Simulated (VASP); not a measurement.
# Si7IrC8 in VASP: single point with PBEsol+U

Aim: the single point of Si7IrC8 with PBEsol+U.

Everything below comes from runs of VASP 6.6.1. Logs are shortened: lines on timing, memory, paths and dates and some standing lists are left out, and cuts for length are marked.

### Step 1. The cell of the first run

The typed cell holds 16 atoms: a = 6.163 Å, b = 6.163 Å, c = 6.163 Å, α = 60.00°, β = 60.00°, γ = 60.00°.

### Step 2. Single point, PBEsol+U, collinear spin

INCAR reads:

```
SYSTEM = Si7IrC8
  PREC = Accurate
  ENCUT = 520
  EDIFF = 1E-7
  ISMEAR = 0
  SIGMA = 0.05
  LREAL = Auto
  LASPH = .TRUE.
  NELM = 150
  ALGO = Normal
  ISIF = 2
  LWAVE = .FALSE.
  LCHARG = .TRUE.
  ISPIN = 2
  MAGMOM = 5 0 0 0 0 0 0 0 0 0 0 0 0 0 0 0
  LORBIT = 11
  LMAXMIX = 4
  LDAU = .TRUE.
  LDAUTYPE = 2
  LDAUL = 2 -1 -1
  LDAUU = 2 0 0
  LDAUJ = 0 0 0
  LDAUPRINT = 1
  GGA = PS
  LELF = .TRUE.
  LVHAR = .TRUE.
  NBANDS = 52
```

KPOINTS reads:

```
regular mesh
0
G
  3 3 3
  0 0 0
```

POSCAR reads:

```
Si7IrC8
1.0
    0.0000000000      4.3580000000      4.3580000000
    4.3580000000      0.0000000000      4.3580000000
    4.3580000000      4.3580000000      0.0000000000
Ir Si C
1 7 8
Direct
   -0.0004246547      0.0015029427      0.0002304330
   -0.0027567883     -0.0008718506      0.5026085574
   -0.0027523330      0.5038336408     -0.0020743999
   -0.0027650960      0.5038520296      0.5026087530
    0.5019457938     -0.0008768033     -0.0020956080
    0.5019447786     -0.0008600774      0.5026099872
    0.5019433348      0.5038529042     -0.0020901763
    0.4995853849      0.5014797556      0.5002705410
    0.1307385745      0.1326082100      0.1314138806
    0.1307345834      0.1326487794      0.6067902540
    0.1307592649      0.6080510207      0.1314134385
    0.1252109670      0.6262714315      0.6250705193
    0.6061283077      0.1326557125      0.1313956722
    0.6243869961      0.1271006901      0.6250546378
    0.6243956051      0.6262689277      0.1258969545
    0.6243809936      0.6262861798      0.6250538731
```

Potentials or basis: VASP PAW PBE potentials, release 64 (Ir, Si, C).

On the command line:

```
$ cat potpaw_PBE.64/Ir/POTCAR potpaw_PBE.64/Si/POTCAR potpaw_PBE.64/C/POTCAR > POTCAR
$ mpirun -np 1 vasp_std > vasp.out
```

OUTCAR:

```text
SYSTEM = Si7IrC8
   PREC = Accurate
   ENCUT = 520
   EDIFF = 1E-7
   ISMEAR = 0
   LREAL = Auto
   LASPH = .TRUE.
   NELM = 150
   ISIF = 2
   ISPIN = 2
   LORBIT = 11
   GGA = PS

 ion  position               nearest neighbor table
   1  1.000  0.002  0.000-  10 1.98  13 1.98  11 1.98   9 1.98   2 3.08   5 3.08   3 3.08   4 3.08
                             7 3.08   6 3.08   6 3.08   7 3.08   3 3.08   4 3.08   5 3.08   2 3.08
   2  0.997  0.999  0.503-   9 1.87  10 1.87  14 1.88  12 1.88   4 3.05   6 3.05   5 3.05   3 3.05
                             1 3.08   8 3.08   8 3.08   1 3.08   3 3.11   5 3.11   6 3.11   4 3.11
   3  0.997  0.504  0.998-  11 1.87   9 1.87  15 1.88  12 1.88   5 3.05   7 3.05   2 3.05   4 3.05
                             1 3.08   8 3.08   8 3.08   1 3.08   4 3.11   2 3.11   7 3.11   5 3.11
   4  0.997  0.504  0.503-  11 1.87  10 1.87  16 1.88  12 1.88   2 3.05   6 3.05   7 3.05   3 3.05
                             1 3.08   8 3.08   8 3.08   1 3.08   3 3.11   7 3.11   6 3.11   2 3.11
   5  0.502  0.999  0.998-   9 1.87  13 1.87  14 1.88  15 1.88   7 3.05   6 3.05   3 3.05   2 3.05
                             1 3.08   8 3.08   8 3.08   1 3.08   2 3.11   3 3.11   6 3.11   7 3.11
   6  0.502  0.999  0.503-  10 1.87  13 1.87  14 1.88  16 1.88   5 3.05   4 3.05   2 3.05   7 3.05
                             8 3.08   1 3.08   1 3.08   8 3.08   7 3.11   2 3.11   4 3.11   5 3.11
   7  0.502  0.504  0.998-  11 1.87  13 1.87  15 1.88  16 1.88   5 3.05   6 3.05   4 3.05   3 3.05
                             1 3.08   8 3.08   8 3.08   1 3.08   3 3.11   4 3.11   6 3.11   5 3.11
   8  0.500  0.501  0.500-  15 1.88  12 1.88  14 1.88  16 1.88   6 3.08   2 3.08   4 3.08   5 3.08
                             7 3.08   3 3.08   3 3.08   2 3.08   4 3.08   5 3.08   7 3.08   6 3.08
   9  0.131  0.133  0.131-   2 1.87   5 1.87   3 1.87   1 1.98
  10  0.131  0.133  0.607-   2 1.87   4 1.87   6 1.87   1 1.98
  11  0.131  0.608  0.131-   7 1.87   4 1.87   3 1.87   1 1.98
  12  0.125  0.626  0.625-   3 1.88   2 1.88   4 1.88   8 1.88
  13  0.606  0.133  0.131-   7 1.87   5 1.87   6 1.87   1 1.98
  14  0.624  0.127  0.625-   6 1.88   5 1.88   2 1.88   8 1.88
  15  0.624  0.626  0.126-   3 1.88   5 1.88   7 1.88   8 1.88
  16  0.624  0.626  0.625-   6 1.88   4 1.88   7 1.88   8 1.88

  LATTYP: Found a face centered cubic cell.
 ALAT       =     8.7160000000

  Lattice vectors:

 A1 = (   0.0000000000,   4.3580000000,   4.3580000000)
 A2 = (   4.3580000000,   0.0000000000,   4.3580000000)
 A3 = (   4.3580000000,   4.3580000000,   0.0000000000)

Analysis of symmetry for initial positions (statically):
=====================================================================
 Subroutine PRICEL returns:
 Original cell was already a primitive cell.

 Routine SETGRP: Setting up the symmetry group for a
 face centered cubic supercell.

 Subroutine GETGRP returns: Found  1 space group operations
 (whereof  1 operations were pure point group operations)
 out of a pool of 48 trial point group operations.

The static configuration has the point symmetry C_1 .

Analysis of symmetry for dynamics (positions and initial velocities):
=====================================================================
 Subroutine PRICEL returns:
 Original cell was already a primitive cell.

 Routine SETGRP: Setting up the symmetry group for a
 face centered cubic supercell.

 Subroutine GETGRP returns: Found  1 space group operations
 (whereof  1 operations were pure point group operations)
 out of a pool of 48 trial point group operations.

The dynamic configuration has the point symmetry C_1 .

Analysis of structural, dynamic, and magnetic symmetry:
=====================================================================
 Subroutine PRICEL returns:
 Original cell was already a primitive cell.

 Routine SETGRP: Setting up the symmetry group for a
 face centered cubic supercell.

 Subroutine GETGRP returns: Found  1 space group operations
 (whereof  1 operations were pure point group operations)
 out of a pool of 48 trial point group operations.

The overall configuration has the point symmetry C_1 .

 Subroutine INISYM returns: Found  1 space group operations
 (whereof  1 operations are pure point group operations),
 and found     1 'primitive' translations

[... 158 lines left out ...]
 onsite density matrix

spin component  1

  0.6678 -0.0000 -0.0000  0.0000 -0.0000
 -0.0000  0.6679  0.0000  0.0000 -0.0000
 -0.0000  0.0000  0.8955  0.0000  0.0000
  0.0000  0.0000  0.0000  0.6679  0.0000
 -0.0000 -0.0000  0.0000  0.0000  0.8955

spin component  2

  0.6679 -0.0000 -0.0000  0.0000 -0.0000
 -0.0000  0.6679  0.0000  0.0000 -0.0000
 -0.0000  0.0000  0.8955  0.0000  0.0000
  0.0000  0.0000  0.0000  0.6680  0.0000
 -0.0000 -0.0000  0.0000  0.0000  0.8955

 occupancies and eigenvectors

  o =  0.6678  v =  0.9581  0.2847  0.0000 -0.0321  0.0000  0.0000  0.0000  0.0000  0.0000  0.0000      0.0000  0.0000  0.0000  0.0000  0.0000  0.0000  0.0000  0.0000  0.0000  0.0000
  o =  0.6679  v =  0.2857 -0.9577  0.0000  0.0332 -0.0001  0.0000  0.0000  0.0000  0.0000  0.0000      0.0000  0.0000  0.0000  0.0000  0.0000  0.0000  0.0000  0.0000  0.0000  0.0000
  o =  0.6679  v =  0.0000  0.0000  0.0000  0.0000  0.0000  0.9577  0.2859  0.0000 -0.0326  0.0000      0.0000  0.0000  0.0000  0.0000  0.0000  0.0000  0.0000  0.0000  0.0000  0.0000
  o =  0.6679  v =  0.0212  0.0410 -0.0001  0.9989 -0.0002  0.0000  0.0000  0.0000  0.0000  0.0000      0.0000  0.0000  0.0000  0.0000  0.0000  0.0000  0.0000  0.0000  0.0000  0.0000
  o =  0.6679  v =  0.0000  0.0000  0.0000  0.0000  0.0000  0.2870 -0.9574  0.0000  0.0335 -0.0001      0.0000  0.0000  0.0000  0.0000  0.0000  0.0000  0.0000  0.0000  0.0000  0.0000
  o =  0.6680  v =  0.0000  0.0000  0.0000  0.0000  0.0000  0.0216  0.0414 -0.0001  0.9989 -0.0002      0.0000  0.0000  0.0000  0.0000  0.0000  0.0000  0.0000  0.0000  0.0000  0.0000
  o =  0.8955  v =  0.0000  0.0000  0.9073  0.0000 -0.4206  0.0000  0.0000  0.0000  0.0000  0.0000      0.0000  0.0000  0.0000  0.0000  0.0000  0.0000  0.0000  0.0000  0.0000  0.0000
  o =  0.8955  v =  0.0000  0.0000  0.0000  0.0000  0.0000  0.0000  0.0000  0.9069  0.0000 -0.4213      0.0000  0.0000  0.0000  0.0000  0.0000  0.0000  0.0000  0.0000  0.0000  0.0000
  o =  0.8955  v = -0.0000 -0.0000  0.4206  0.0002  0.9073  0.0000  0.0000  0.0000  0.0000  0.0000      0.0000  0.0000  0.0000  0.0000  0.0000  0.0000  0.0000  0.0000  0.0000  0.0000
  o =  0.8955  v =  0.0000  0.0000  0.0000  0.0000  0.0000 -0.0000 -0.0000  0.4213  0.0002  0.9069      0.0000  0.0000  0.0000  0.0000  0.0000  0.0000  0.0000  0.0000  0.0000  0.0000

 number of electron      69.0000002 magnetization      -0.0011946

 Free energy of the ion-electron system (eV)
  ---------------------------------------------------
  ext. energy  EPLUGINS =         0.00000000
  ---------------------------------------------------
  free energy    TOTEN  =      -125.18652746 eV

  energy without entropy =     -125.17754908  energy(sigma->0) =     -125.18203827

 E-fermi :   9.3379     XC(G=0): -11.7612

 val. band max:        9.3339799703   @ k =   0.0000   0.0000   0.0000
 cond. band min:       9.5045986456   @ k =   0.3333   0.0000  -0.3333
 fundamental gap:      0.1706186753
 Fermi energy:         9.3378964866

 spin component 1

 k-point     1 :       0.0000    0.0000    0.0000
  band No.  band energies     occupation
      1      -7.3144      1.00000
      2      -3.9526      1.00000
      3      -3.9525      1.00000
      4      -3.9523      1.00000
      5      -3.5554      1.00000
      6      -2.4059      1.00000
[... 675 lines left out ...]
     45      15.5114      0.00000
     46      15.5805      0.00000
 Fermi energy:         9.3378964866

 spin component 2

 k-point     1 :       0.0000    0.0000    0.0000
  band No.  band energies     occupation
      1      -7.3145      1.00000
      2      -3.9527      1.00000
      3      -3.9525      1.00000
      4      -3.9524      1.00000
      5      -3.5555      1.00000
      6      -2.4060      1.00000
[... 675 lines left out ...]
     45      15.5113      0.00000
     46      15.5804      0.00000
 [bands above 46 left out]

------------------------ aborting loop because EDIFF is reached ----------------------------------------

  FORCE on cell =-STRESS in cart. coord.  units (eV):
  Direction    XX          YY          ZZ          XY          YZ          ZX
  --------------------------------------------------------------------------------------
  -------------------------------------------------------------------------------------
  Total        7.3667011      7.3594435      7.3629667      0.0008548      0.0010965      0.0021918
  in kB       71.3003982     71.2301538     71.2642544      0.0082733      0.0106123      0.0212138
  external PRESSURE =      71.2649355 kB  Pullay stress =       0.0000000 kB

 VOLUME and BASIS-vectors are now :
 -----------------------------------------------------------------------------
  energy-cutoff  :      520.00
  volume of cell :      165.54
      direct lattice vectors                 reciprocal lattice vectors
     0.000000000  4.358000000  4.358000000    -0.114731528  0.114731528  0.114731528
     4.358000000  0.000000000  4.358000000     0.114731528 -0.114731528  0.114731528
     4.358000000  4.358000000  0.000000000     0.114731528  0.114731528 -0.114731528

 POSITION                                       TOTAL-FORCE (eV/Angst)
 -----------------------------------------------------------------------------------
      0.00755      4.35715      4.36270         0.001142      0.000204      0.000642
      6.54457      6.53635      8.70019        -0.003646      0.000418     -0.009177
      6.54467      8.69497      6.54171        -0.003472     -0.006448     -0.000750
      4.38616      6.53632      6.54174         0.003753      0.001116     -0.001407
      8.70305      6.53635      6.54166        -0.007948      0.000122     -0.001560
      6.54463      4.37785      6.54173        -0.003611      0.006531     -0.001235
[... 8 lines left out ...]
      3.27794      3.26977      5.45040         0.006280     -0.001682      0.002438
      5.45334      5.44504      5.45041         0.004180     -0.000715      0.002980
 -----------------------------------------------------------------------------------
    total drift:                                0.042523      0.000093      0.017684

  FREE ENERGIE OF THE ION-ELECTRON SYSTEM (eV)
  ---------------------------------------------------
  free  energy   TOTEN  =      -125.1865274628 eV

  energy  without entropy=     -125.1775490823  energy(sigma->0) =     -125.18203827

 total charge

# of ion       s       p       d       tot
------------------------------------------
    1        0.796   0.711   7.510   9.017
    2        0.715   0.986   0.000   1.700
    3        0.715   0.986   0.000   1.700
    4        0.715   0.986   0.000   1.700
    5        0.715   0.986   0.000   1.700
    6        0.715   0.986   0.000   1.700
[... 8 lines left out ...]
   15        0.834   1.706   0.000   2.541
   16        0.834   1.706   0.000   2.541
--------------------------------------------------
tot         12.558  21.010   7.510  41.077

 magnetization (x)

# of ion       s       p       d       tot
------------------------------------------
    1       -0.000  -0.000  -0.000  -0.000
    2       -0.000  -0.000   0.000  -0.000
    3       -0.000  -0.000   0.000  -0.000
    4       -0.000  -0.000   0.000  -0.000
    5       -0.000  -0.000   0.000  -0.000
    6       -0.000  -0.000   0.000  -0.000
[... 8 lines left out ...]
   15       -0.000   0.000   0.000   0.000
   16       -0.000   0.000   0.000   0.000
--------------------------------------------------
tot         -0.000  -0.000  -0.000  -0.000
```

It took 9.1 min on 1 thread of AMD EPYC 7R43 (Zen 3), shared host; peak memory 0.45 GiB.

Results:

```yaml
Free_energy: -125.1865 eV
Pressure: 7.1 GPa
Largest_force: 0.150 eV/Å
Net_moment: 0.00 μB per cell
Valence_electrons_inside_the_program's_atomic_spheres: Ir 9.02; Si 1.70, 1.68 (each value once); C 2.50, 2.54 (each value once)
```

Forces on the atoms (eV/Å):
```
Ir   0.001  0.000  0.001
Si  -0.004  0.000 -0.009
Si  -0.003 -0.006 -0.001
Si   0.004  0.001 -0.001
Si  -0.008  0.000 -0.002
Si  -0.004  0.007 -0.001
Si  -0.003  0.000  0.004
Si  -0.002  0.000  0.000
C   -0.085 -0.086 -0.086
C    0.084  0.087 -0.087
C    0.085 -0.087  0.084
C    0.005 -0.001  0.004
C   -0.086  0.088  0.086
C    0.005 -0.001  0.003
C    0.006 -0.002  0.002
C    0.004 -0.001  0.003
```

Levels at points of the mesh, in eV from the Fermi level:
Spin up:
| k point | band 31 | band 32 | band 33 | band 34 | band 35 | band 36 | band 37 | band 38 | band 39 | band 40 |
| --- | --- | --- | --- | --- | --- | --- | --- | --- | --- | --- |
| (0.00, 0.00, 0.00) | -1.76 | -1.76 | -1.63 | -1.63 | 0.00 | 0.00 | 0.00 | 2.73 | 2.73 | 2.73 |
Spin down:
| k point | band 33 | band 34 | band 35 | band 36 | band 37 | band 38 |
| --- | --- | --- | --- | --- | --- | --- |
| (0.00, 0.00, 0.00) | -1.63 | -1.63 | 0.00 | 0.00 | 0.00 | 2.73 |

Eigenvalues of the final occupation matrices:
```
    site  spin  trace               eigenvalues
site 1 d     1   3.79  0.67 0.67 0.67 0.90 0.90
site 1 d     2   3.79  0.67 0.67 0.67 0.90 0.90
```

Caveat: the k points lie up to 0.42 Å⁻¹ apart; the PAW data sets were made with another functional, which shifts forces and pressure a little; spin-orbit coupling is left out, which moves the levels of the heavy elements; the U is typed as a test and isn't derived for this compound.
